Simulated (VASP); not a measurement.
# Ni (Fm-3m) in VASP: further runs

Runs on Ni. Level: PBEsol. Tasks: single point.

Program: VASP 6.6.1. These are calculated values, not measurements. Logs are shortened: lines on timing, memory, paths and dates and some standing lists are left out, and cuts for length are marked.

### Step 1. The cell of the first run

Symmetry: Fm-3m, No. 225, cubic system. The conventional cell has a = 3.520 Å, b = 3.520 Å, c = 3.520 Å, α = 90.00°, β = 90.00°, γ = 90.00°. Ni (site symmetry m-3m) has 12 Ni at 2.49 Å within 3.3 Å.

### Step 2. Single point, PBEsol, collinear spin, ferromagnetic start

The input, INCAR:

```
ALGO = Normal
EDIFF = 1E-7
ENCUT = 520
GGA = PS
ISIF = 2
ISMEAR = 0
ISPIN = 2
LASPH = T
LCHARG = T
LELF = T
LMAXMIX = 4
LORBIT = 11
LREAL = F
LVHAR = T
LWAVE = F
MAGMOM = 0.7
NBANDS = 15
NELM = 150
PREC = Accurate
SIGMA = 0.05
```

The input, KPOINTS:

```
k-points
0
Gamma
  14 14 14
```

The input, POSCAR:

```
Ni
1.0
    0.0000000000      1.7600025826      1.7600025826
    1.7600025826      0.0000000000      1.7600025826
    1.7600025826      1.7600025826      0.0000000000
Ni
1
Direct
    0.0000000000      0.0000000000      0.0000000000
```

Potentials or basis: VASP PAW PBE potentials, release 64 (Ni).

Started as:

```console
$ cat potpaw_PBE.64/Ni/POTCAR > POTCAR
$ mpirun -np 1 vasp_std > vasp.out
```

OUTCAR:

```text
EDIFF = 1E-7
   ENCUT = 520
   GGA = PS
   ISIF = 2
   ISMEAR = 0
   ISPIN = 2
   LASPH = T
   LORBIT = 11
   LREAL = F
   NELM = 150
   PREC = Accurate

 ion  position               nearest neighbor table
   1  0.000  0.000  0.000-

  LATTYP: Found a face centered cubic cell.
 ALAT       =     3.5200051652

  Lattice vectors:

 A1 = (   0.0000000000,   1.7600025826,   1.7600025826)
 A2 = (   1.7600025826,   0.0000000000,   1.7600025826)
 A3 = (   1.7600025826,   1.7600025826,   0.0000000000)

Analysis of symmetry for initial positions (statically):
=====================================================================
 Subroutine PRICEL returns:
 Original cell was already a primitive cell.

 Routine SETGRP: Setting up the symmetry group for a
 face centered cubic supercell.

 Subroutine GETGRP returns: Found 48 space group operations
 (whereof 48 operations were pure point group operations)
 out of a pool of 48 trial point group operations.

The static configuration has the point symmetry O_h .

Analysis of symmetry for dynamics (positions and initial velocities):
=====================================================================
 Subroutine PRICEL returns:
 Original cell was already a primitive cell.

 Routine SETGRP: Setting up the symmetry group for a
 face centered cubic supercell.

 Subroutine GETGRP returns: Found 48 space group operations
 (whereof 48 operations were pure point group operations)
 out of a pool of 48 trial point group operations.

The dynamic configuration has the point symmetry O_h .

Analysis of structural, dynamic, and magnetic symmetry:
=====================================================================
 Subroutine PRICEL returns:
 Original cell was already a primitive cell.

 Routine SETGRP: Setting up the symmetry group for a
 face centered cubic supercell.

 Subroutine GETGRP returns: Found 48 space group operations
 (whereof 48 operations were pure point group operations)
 out of a pool of 48 trial point group operations.

The overall configuration has the point symmetry O_h .

 Subroutine INISYM returns: Found 48 space group operations
 (whereof 48 operations are pure point group operations),
 and found     1 'primitive' translations

----------------------------------------------------------------------------------------

                                     Primitive cell

  volume of cell :      10.9036

  direct lattice vectors                    reciprocal lattice vectors
     0.000000000  1.760002583  1.760002583    -0.284090492  0.284090492  0.284090492
     1.760002583  0.000000000  1.760002583     0.284090492 -0.284090492  0.284090492
     1.760002583  1.760002583  0.000000000     0.284090492  0.284090492 -0.284090492

  length of vectors
     2.489019522  2.489019522  2.489019522     0.492059166  0.492059166  0.492059166

  position of ions in fractional coordinates (direct lattice)
     0.000000000  0.000000000  0.000000000

  ion indices of the primitive-cell ions
   primitive index   ion index
                 1           1

----------------------------------------------------------------------------------------

 KPOINTS: k-points

Automatic generation of k-mesh.
 Grid dimensions read from file:
 generate k-points for:   14   14   14

 Generating k-lattice:

  Cartesian coordinates                     Fractional coordinates (reciprocal lattice)
    -0.020292178  0.020292178  0.020292178     0.071428571  0.000000000  0.000000000
     0.020292178 -0.020292178  0.020292178     0.000000000  0.071428571  0.000000000
     0.020292178  0.020292178 -0.020292178     0.000000000  0.000000000  0.071428571

  Length of vectors
     0.035147083  0.035147083  0.035147083

  Shift w.r.t. Gamma in fractional coordinates (k-lattice)
     0.000000000  0.000000000  0.000000000

 Subroutine IBZKPT returns following result:
 ===========================================

 Found    104 irreducible k-points:

 Following reciprocal coordinates:
            Coordinates               Weight
  0.000000  0.000000  0.000000      1.000000
  0.071429  0.000000  0.000000      8.000000
  0.142857  0.000000  0.000000      8.000000
  0.214286  0.000000  0.000000      8.000000
  0.285714  0.000000  0.000000      8.000000
  0.357143  0.000000  0.000000      8.000000
[... 16 lines left out ...]
  0.214286  0.142857  0.000000     24.000000
  0.285714  0.142857  0.000000     24.000000
 [... further k-points ...]
   k-points           NKPTS =    104   k-points in BZ     NKDIM =    104   number of bands    NBANDS=     15
   number of dos      NEDOS =    301   number of ions     NIONS =      1
   total plane-waves  NPLWV =   8000
   dimension x,y,z NGX =    20 NGY =   20 NGZ =   20
   dimension x,y,z NGXF=    40 NGYF=   40 NGZF=   40
   ions per type =               1
   NGX,Y,Z   is equivalent  to a cutoff of  13.36, 13.36, 13.36 a.u.
   NGXF,Y,Z  is equivalent  to a cutoff of  26.72, 26.72, 26.72 a.u.
 SYSTEM =  unknown system
   PREC   = accura    normal or accurate (medium, high low for compatibility)
   ISTART =      0    job   : 0-new  1-cont  2-samecut
   ICHARG =      2    charge: 1-file 2-atom 10-const
   ISPIN  =      2    spin polarized calculation?
   LNONCOLLINEAR =      F non collinear calculations
   LSORBIT =      F    spin-orbit coupling
   LASPH  =      T    aspherical Exc in radial PAW
   ENCUT  =  520.0 eV  38.22 Ry    6.18 a.u.   4.63  4.63  4.63*2*pi/ulx,y,z
   NELM   =    150;   NELMIN=  2; NELMDL= -5     # of ELM steps
   EDIFF  = 0.1E-06   stopping-criterion for ELM
   LREAL  =      F    real-space projection
   EDIFFG = 0.1E-05   stopping-criterion for IOM
   NSW    =      0    number of steps for IOM
   IBRION =     -1    ionic relax: 0-MD 1-quasi-New 2-CG
   NFREE  =      0    steps in history (QN), initial steepest desc. (CG)
   ISIF   =      2    stress and relaxation
   ISYM   =      2    0-nonsym 1-usesym 2-fastsym
   POTIM  = 0.5000    time-step for ionic-motion
   TEBEG  =    0.0;   TEEND  =   0.0 temperature during run
   PSTRESS=    0.0 pullay stress
   NELECT =      10.0000    total number of electrons
   NUPDOWN=      -1.0000    fix difference up-down
   EMIN   =  10.00;   EMAX   =-10.00  energy-range for DOS
   EFERMI =   0.00;   METHOD = LEGACY
   ISMEAR =     0;   SIGMA  =   0.05  broadening in eV -4-tet -1-fermi 0-gaus
   EFERMI_NEDOS =   21; number of points for ismear=-14 and -15
   IALGO  =     38    algorithm
   IMIX   =      4    mixing-type and parameters
     AMIX     =   0.40;   BMIX     =  1.00
     AMIX_MAG =   1.60;   BMIX_MAG =  1.00
  volume/ion in A,a.u.               =      10.90        73.58
  Fermi-wavevector in a.u.,A,eV,Ry     =   1.590565  3.005733 34.421355  2.529898
  Thomas-Fermi vector in A             =   2.689241
   LORBIT       =     11    0 simple, 1 ext, 2 COOP (PROOUT), +10 PAW based schemes
   GGA     = PS    functional components
   LHFCALC =     F    Hartree Fock is set to
   AEXX    =    0.0000 exact exchange contribution
   IVDW    =     0    specifies the selected vdW correction
   LEPSILON=     F    determine dielectric tensor
   LRPA    =     F    only Hartree local field effects (RPA)
 spin polarized calculation
 Gauss-broadening in eV      SIGMA  =   0.05
  energy-cutoff  :      520.00
  volume of cell :       10.90
 maximum number of plane-waves:       306
   NGX =  9   NGY =  9   NGZ =  9

 number of electron      10.0000009 magnetization       0.5824031

 Free energy of the ion-electron system (eV)
  ---------------------------------------------------
  ext. energy  EPLUGINS =         0.00000000
  ---------------------------------------------------
  free energy    TOTEN  =        -6.11586013 eV

  energy without entropy =       -6.11332321  energy(sigma->0) =       -6.11459167

 E-fermi :   9.1609     XC(G=0): -13.4218

 val. band max:        9.1495920376   @ k =   0.5000   0.4286   0.0000
 cond. band min:       9.1625904682   @ k =  -0.3571   0.3571   0.0000
 fundamental gap:      0.0129984306
 Fermi energy:         9.1608703620

 spin component 1

 k-point     1 :       0.0000    0.0000    0.0000
  band No.  band energies     occupation
      1       0.1197      1.00000
      2       6.7580      1.00000
      3       6.7580      1.00000
      4       6.7580      1.00000
      5       7.9275      1.00000
      6       7.9275      1.00000
      7      32.8409      0.00000
      8      36.6640      0.00000
      9      36.6640      0.00000
     10      36.6640      0.00000
     11      39.5759      0.00000
     12      39.5759      0.00000
     13      39.5759      0.00000
     14      42.6049      0.00000
     15      48.8396      0.00000
[... 397 lines left out ...]
 k-point    24 :       0.2857    0.1429    0.0000
  band No.  band energies     occupation
      1       2.7675      1.00000
      2       6.0968      1.00000
      3       6.9989      1.00000
      4       7.2569      1.00000
      5       7.8840      1.00000
      6       8.2586      1.00000
      7      24.6208      0.00000
      8      30.1128      0.00000
      9      30.8779      0.00000
     10      33.5187      0.00000
     11      38.5437      0.00000
     12      42.5876      0.00000
     13      44.5485      0.00000
     14      46.6879      0.00000
     15      51.1151      0.00000

 [... further k-points ...]

 spin component 2

 k-point     1 :       0.0000    0.0000    0.0000
  band No.  band energies     occupation
      1       0.0949      1.00000
      2       7.4410      1.00000
      3       7.4411      1.00000
      4       7.4411      1.00000
      5       8.4946      1.00000
      6       8.4946      1.00000
      7      32.7161      0.00000
      8      36.6529      0.00000
      9      36.6529      0.00000
     10      36.6529      0.00000
     11      39.6752      0.00000
     12      39.6752      0.00000
     13      39.6752      0.00000
     14      42.5079      0.00000
     15      49.0075      0.00000
[... 397 lines left out ...]
 k-point    24 :       0.2857    0.1429    0.0000
  band No.  band energies     occupation
      1       2.7706      1.00000
      2       6.7078      1.00000
      3       7.5845      1.00000
      4       7.9200      1.00000
      5       8.5110      1.00000
      6       8.8761      1.00000
      7      24.7384      0.00000
      8      30.1922      0.00000
      9      30.8623      0.00000
     10      33.5863      0.00000
     11      38.6511      0.00000
     12      42.5640      0.00000
     13      44.5308      0.00000
     14      46.7057      0.00000
     15      51.2012      0.00000

 [... further k-points ...]

------------------------ aborting loop because EDIFF is reached ----------------------------------------

  FORCE on cell =-STRESS in cart. coord.  units (eV):
  Direction    XX          YY          ZZ          XY          YZ          ZX
  --------------------------------------------------------------------------------------
  -------------------------------------------------------------------------------------
  Total       -0.6961984     -0.6961984     -0.6961984      0.0000000      0.0000000     -0.0000000
  in kB     -102.2995379   -102.2995379   -102.2995379      0.0000000      0.0000000     -0.0000000
  external PRESSURE =    -102.2995379 kB  Pullay stress =       0.0000000 kB

 VOLUME and BASIS-vectors are now :
 -----------------------------------------------------------------------------
  energy-cutoff  :      520.00
  volume of cell :       10.90
      direct lattice vectors                 reciprocal lattice vectors
     0.000000000  1.760002583  1.760002583    -0.284090492  0.284090492  0.284090492
     1.760002583  0.000000000  1.760002583     0.284090492 -0.284090492  0.284090492
     1.760002583  1.760002583  0.000000000     0.284090492  0.284090492 -0.284090492

 POSITION                                       TOTAL-FORCE (eV/Angst)
 -----------------------------------------------------------------------------------
      0.00000      0.00000      0.00000         0.000000     -0.000000      0.000000
 -----------------------------------------------------------------------------------
    total drift:                                0.000000      0.000000      0.000000

  FREE ENERGIE OF THE ION-ELECTRON SYSTEM (eV)
  ---------------------------------------------------
  free  energy   TOTEN  =        -6.1158601290 eV

  energy  without entropy=       -6.1133232137  energy(sigma->0) =       -6.11459167

 total charge

# of ion       s       p       d       tot
------------------------------------------
    1        0.498   0.500   8.311   9.309

 magnetization (x)

# of ion       s       p       d       tot
------------------------------------------
    1       -0.008  -0.025   0.627   0.593
```

It took 32 s on 1 thread of Intel Xeon Platinum 8488C (Sapphire Rapids), shared host; peak memory 0.14 GiB.

Results:

```yaml
Free_energy: -6.1159 eV
Pressure: -10.2 GPa
Net_moment: 0.58 μB per cell
Site_moments: Ni +0.59 μB
Valence_electrons_inside_the_program's_atomic_spheres: Ni 9.31
```

Levels at points of the mesh, in eV from the Fermi level:
Spin up:
| k point | band 2 | band 3 | band 4 | band 5 | band 6 | band 7 | band 8 | band 9 |
| --- | --- | --- | --- | --- | --- | --- | --- | --- |
| (0.00, 0.00, 0.00) | -2.40 | -2.40 | -2.40 | -1.23 | -1.23 | 23.68 | 27.50 | 27.50 |
| (0.50, 0.00, 0.00) | -2.39 | -2.39 | -0.57 | -0.57 | -0.33 | 5.64 | 22.17 | 24.58 |
| (0.50, 0.50, 0.00) | -4.17 | -0.52 | -0.44 | -0.44 | 2.40 | 9.18 | 14.75 | 14.75 |
Spin down:
```tsv
k point	band 3	band 4	band 5	band 6	band 7	band 8
(0.00, 0.00, 0.00)	-1.72	-1.72	-0.67	-0.67	23.56	27.49
(0.50, 0.00, 0.00)	-1.81	-0.38	0.13	0.13	6.03	22.06
(0.50, 0.50, 0.00)	0.07	0.35	0.35	2.37	9.42	14.76
```

Caveat: the PAW data sets were made with another functional, which shifts forces and pressure a little.

### Step 3. Single point, PBEsol, non-collinear spin, typed start, spin-orbit coupling

The input, INCAR:

```
SYSTEM = Ni
ALGO = Normal ; EDIFF = 1E-6
ENCUT = 520 ; GGA = PS
GGA_COMPAT = .FALSE. ; ISIF = 2
ISMEAR = 0 ; LASPH = .TRUE.
LCHARG = .FALSE. ; LMAXMIX = 4
LORBIT = 11 ; LORBMOM = .TRUE.
LREAL = .FALSE. ; LSORBIT = .TRUE.
LWAVE = .FALSE. ; MAGMOM = 0 0 0.7
NBANDS = 21 ; NELM = 150
PREC = Accurate ; SIGMA = 0.05
```

The input, KPOINTS:

```
k-points
0
G
  16 16 16
  0 0 0
```

POSCAR is that of step 2.

Potentials or basis: VASP PAW PBE potentials, release 64 (Ni).

Started as:

```console
$ cat potpaw_PBE.64/Ni/POTCAR > POTCAR
$ mpirun -np 1 vasp_ncl > vasp.out
```

It took 6.6 min on 1 thread of Intel Xeon Platinum 8488C (Sapphire Rapids), shared host; peak memory 0.3 GiB.

It converged, with:

```
Free energy                                           : -6.1291 eV
Pressure                                              : -10.2 GPa
Net moment                                            : 0.59 μB per cell
Valence electrons inside the program's atomic spheres : Ni 9.31
```

Moments on the atoms (μB; x, y, z):
```
Ni  0.00 0.00 0.60
```

Caveat: the PAW data sets were made with another functional, which shifts forces and pressure a little.

### Step 4. Single point, PBEsol, collinear spin, antiferromagnetic start

This run uses another cell than the first one: it holds 2 atoms, not 1.

The input, INCAR:

```
  PREC = Accurate
  ENCUT = 520
  EDIFF = 1E-6
  ISMEAR = 0
  SIGMA = 0.05
  LREAL = F
  LASPH = T
  NELM = 150
  ALGO = Fast
  ISIF = 2
  LWAVE = F
  LCHARG = T
  ISPIN = 2
  MAGMOM = 0.8 -0.8
  LORBIT = 11
  LMAXMIX = 4
  GGA = PS
  LELF = T
  LVHAR = T
  NBANDS = 21
```

The input, KPOINTS:

```
Automatic mesh
0
Gamma
  16 16 8
```

The input, POSCAR:

```
Ni
1.0
    0.0000000000      1.7600025826      1.7600025826
    1.7600025826      0.0000000000      1.7600025826
    3.5200051652      3.5200051652      0.0000000000
Ni
2
Direct
    0.0000000000      0.0000000000      0.0000000000
    0.0000000000      0.0000000000      0.5000000000
```

Started as:

```console
$ cat potpaw_PBE.64/Ni/POTCAR > POTCAR
$ mpirun -np 1 vasp_std > vasp.out
```

Wall time 3.1 min (1 thread of Intel Xeon Platinum 8488C (Sapphire Rapids), shared host); peak memory 0.26 GiB.

Results (log left out):

```
Free energy                                           : -12.1298 eV
Pressure                                              : -10.5 GPa
Band gap on the k mesh                                : zero (filled and empty bands overlap)
Net moment                                            : 0.00 μB per cell
Site moments                                          : Ni +0.27, -0.27 μB
Valence electrons inside the program's atomic spheres : Ni 9.31
```

Stress tensor (GPa, compression positive):
```
-10.55   0.27  -0.27
  0.27 -10.55  -0.27
 -0.27  -0.27 -10.55
```

Levels at points of the mesh, in eV from the Fermi level:
Spin up:
| k point | band 7 | band 8 | band 9 | band 10 | band 11 | band 12 | band 13 | band 14 |
| --- | --- | --- | --- | --- | --- | --- | --- | --- |
| (0.00, 0.00, 0.00) | -1.79 | -0.75 | -0.75 | -0.18 | -0.02 | -0.02 | 6.01 | 22.28 |
| (0.50, 0.00, 0.00) | -0.19 | -0.08 | 0.03 | 0.20 | 0.23 | 2.55 | 6.01 | 9.48 |
| (0.00, 0.00, 0.50) | -1.51 | -1.51 | -0.76 | -0.76 | -0.56 | -0.56 | 14.57 | 14.65 |
| (0.50, 0.00, 0.50) | -1.12 | -0.93 | -0.18 | 0.20 | 2.48 | 2.66 | 8.65 | 8.71 |
Spin down:
| k point | band 8 | band 9 | band 10 | band 11 | band 12 | band 13 |
| --- | --- | --- | --- | --- | --- | --- |
| (0.00, 0.00, 0.00) | -0.75 | -0.75 | -0.18 | -0.02 | -0.02 | 6.01 |
| (0.50, 0.00, 0.00) | -0.08 | 0.03 | 0.20 | 0.23 | 2.55 | 6.01 |
| (0.00, 0.00, 0.50) | -1.51 | -0.76 | -0.76 | -0.56 | -0.56 | 14.57 |
| (0.50, 0.00, 0.50) | -0.93 | -0.18 | 0.20 | 2.48 | 2.66 | 8.65 |

Caveat: the PAW data sets were made with another functional, which shifts forces and pressure a little.

### Step 5. Overview

| spin | cell | k mesh | gap on the mesh (eV) | pressure (GPa) | moment (μB) |
| --- | --- | --- | --- | --- | --- |
| collinear, ferromagnetic start | a = 2.489 Å, angles 60.0°, 1 atom | 14 × 14 × 14 | none | -10.2 | 0.58 |
| non-collinear, typed start, SOC | a = 2.489 Å, angles 60.0°, 1 atom | 16 × 16 × 16 | - | -10.2 | 0.59 |
| collinear, antiferromagnetic start | a = 2.489, b = 2.489, c = 4.978 Å, angles 60.0°, 2 atoms | 16 × 16 × 8 | none | -10.5 | 0.00 |

Alike in all rows: task single point; level PBEsol; potentials or basis VASP PAW PBE potentials, release 64 (Ni); cutoff (eV) 520; smearing gaussian 0.05 eV.

Caveats: the PAW data sets were made with another functional, which shifts forces and pressure a little.

Absolute energies hang on the potentials; compare differences alone.
